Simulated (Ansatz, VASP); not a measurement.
**One calculation of Be, two programs**

```
CELL_PARAMETERS angstrom
0.00000 1.57974 1.57974
1.57974 0.00000 1.57974
1.57974 1.57974 0.00000
ATOMIC_POSITIONS crystal
Be 0.00000 0.00000 0.00000
```

Alike in both runs: task single point; functional r2SCAN; k mesh 19 × 19 × 19; occupations fermi-dirac, width 0.1 eV; no spin polarisation.

|  | VASP | Ansatz |
| --- | --- | --- |
| version | VASP 6.6.1 | Ansatz 0.2.0 |
| potentials or method | VASP PAW PBE potentials, release 64 (Be), cutoff 520 eV | plane waves (500 eV) with PAW, scalar-relativistic |
| valence electrons in the cell | 2 | 2 |

|  | VASP | Ansatz | Ansatz less VASP |
| --- | --- | --- | --- |
| pressure (GPa) | 0.2 | 0.0 | -0.17 |

VASP's potentials were made for PBE, not for r2SCAN. With one functional, cell and mesh, what is left measures potentials, basis and numerics.
